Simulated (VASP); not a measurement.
Here is a VASP 6.6.1 calculation.

File INCAR:

```
SYSTEM = MgS
PREC     = Accurate       ! precision mode
ENCUT    = 600            ! plane-wave cutoff, eV
EDIFF    = 1E-6           ! SCF threshold, eV
ISMEAR   = 0              ! smearing method
SIGMA    = 0.01           ! smearing width, eV
LREAL    = .False.        ! projectors in reciprocal space
LASPH    = .True.         ! aspherical terms in the spheres
NELM     = 120            ! most SCF steps
ALGO     = Normal         ! electronic algorithm
ISIF     = 2              ! what is computed and relaxed
LWAVE    = .False.        ! write WAVECAR
LCHARG   = .True.         ! write CHGCAR
LELF     = .True.         ! ELF
LVHAR    = .True.       
NBANDS   = 11             ! bands
GGA_COMPAT= .False.
```

KPOINTS

```
regular mesh
0
Gamma
  6 6 6
  0 0 0
```

File POSCAR:

```
MgS
1.0
    0.0000000000      2.5908405861      2.5518083098
    2.5908405861      0.0000000000      2.5518083098
    2.5908405861      2.5908405861      0.0000000000
Mg S
1 1
Direct
    0.0000000000      0.0000000000      0.0000000000
    0.5000000000      0.5000000000      0.5000000000
```

Potentials or basis: VASP PAW LDA potentials, release 64 (Mg, S).

Command:

```sh
$ cat potpaw_LDA.64/Mg/POTCAR potpaw_LDA.64/S/POTCAR > POTCAR
$ mpirun -np 1 vasp_std > vasp.out
```

(1) What does it give for the band gap on the k mesh?

(2) Predict the pressure.

Answers

(1) 2.54 eV, indirect (least direct gap 3.69 eV).

(2) -1.7 GPa.
